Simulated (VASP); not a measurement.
Set up this calculation in VASP 6.6.1, as the native input.

| Property | Result |
| --- | --- |
| Task | single point |
| Functional | PBE |
| Potentials or basis | VASP PAW PBE potentials, release 64 (Mg, O) |
| Cutoff | 600 eV |
| k mesh | 8 × 8 × 8 |
| Occupations | gaussian, width 0.01 eV |
| Spin | no spin polarisation |
| Dipole correction | no |
| Further INCAR settings | ALGO = Normal; EDIFF = 1e-06; NBANDS = 11 |

The structure of MgO lies in POSCAR:

```
MgO
1.0
    0.0000000000      2.1055000000      2.1055000000
    2.1055000000      0.0000000000      2.1055000000
    2.1055000000      2.1055000000      0.0000000000
Mg O
1 1
Direct
    0.0000000000      0.0000000000      0.0000000000
    0.5000000000      0.5000000000      0.5000000000
```

The input as run:

INCAR

```
SYSTEM = MgO
  PREC = Accurate
  ENCUT = 600
  EDIFF = 1E-6
  ISMEAR = 0
  SIGMA = 0.01
  LREAL = .False.
  LASPH = .True.
  NELM = 120
  ALGO = Normal
  ISIF = 2
  LWAVE = .False.
  LCHARG = .False.
  GGA = PE
  NBANDS = 11
  GGA_COMPAT = .False.
```

KPOINTS

```
Automatic mesh
0
Gamma
  8 8 8
  0 0 0
```

Potentials or basis: VASP PAW PBE potentials, release 64 (Mg, O).

Run with:

```bash
$ cat potpaw_PBE.64/Mg/POTCAR potpaw_PBE.64/O/POTCAR > POTCAR
$ mpirun -np 1 vasp_std > vasp.out
```

Results of the run:

```
Pressure               : 3.8 GPa
Band gap on the k mesh : 4.74 eV, direct
```

Wall time 13 s on 1 thread of AMD EPYC 7R13, on a shared host, peak memory 0.11 GiB.
